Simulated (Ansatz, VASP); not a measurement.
This is a calculation of HgTe for VASP 6.6.1.

Contents of INCAR:

```
SYSTEM = HgTe
PREC = Accurate ; ENCUT = 520
EDIFF = 1E-6 ; ISMEAR = -1
SIGMA = 0.05 ; LREAL = .FALSE.
LASPH = .TRUE. ; NELM = 100
ALGO = Normal ; ISIF = 2
LWAVE = .FALSE. ; LCHARG = .TRUE.
GGA = PE ; LELF = .TRUE.
LVHAR = .TRUE. ; NBANDS = 16
```

The input KPOINTS:

```
regular mesh
0
G
  10 10 10
  0 0 0
```

File POSCAR:

```
HgTe
1.0
   -2.9834303915      2.9834303915      1.5275763738
    2.9834303915     -2.9834303915      1.5275763738
    2.9834303915      2.9834303915     -1.5275763738
Hg Te
1 1
Direct
    0.7500000000      0.2500000000      0.5000000000
    0.0000000000      0.0000000000      0.0000000000
```

Potentials or basis: VASP PAW PBE potentials, release 64 (Hg, Te).

The run is started by

```console
$ cat potpaw_PBE.64/Hg/POTCAR potpaw_PBE.64/Te/POTCAR > POTCAR
$ mpirun -np 1 vasp_std > vasp.out
```

Set up the same calculation for Ansatz 0.2.0. Potentials there: all-electron LAPW, scalar-relativistic.

As run (the cutoff follows the program's own potentials):

Contents of input.yaml:

```yaml
crystal:
  lattice:
    - [-2.9834303915, 2.9834303915, 1.5275763738]
    - [2.9834303915, -2.9834303915, 1.5275763738]
    - [2.9834303915, 2.9834303915, -1.5275763738]
  atoms:
    - { symbol: Hg, position: [0.75, 0.25, 0.5] }
    - { symbol: Te, position: [0.0, 0.0, 0.0] }
kpoints:
  mp_grid: { grid: [10, 10, 10] }
scf:
  occupations: { method: fermi_dirac, width: 0.05 }
hamiltonian:
  xc: pbe
  pseudopotentials: { kind: all_electron, lapw: { basis_error: 0.0005 } }
output:
  forces: true
  stress: true
  eigenvalues: true
```

Potentials or basis: all-electron LAPW, scalar-relativistic.

Launch:

```sh
$ ansatz run input.yaml --threads 1 --pin off --max-ram 3072MiB --backend cpu --events-out ev --progress --plain --runs-dir out
```

Both were run:

|  | VASP | Ansatz | Ansatz less VASP |
| --- | --- | --- | --- |
| gap on the k mesh at the Fermi level (eV) | none | none | - |
| pressure (GPa) | 3.1 | 3.0 | -0.10 |
| traceless stress, the component that is largest in VASP (GPa) | 3.83 | 3.82 | -0.003 |

A gap of «none» marks a metal or a gap that the smearing closes. Ansatz ran all-electron here, and VASP with PAW potentials.

Neither program's run includes spin-orbit coupling.
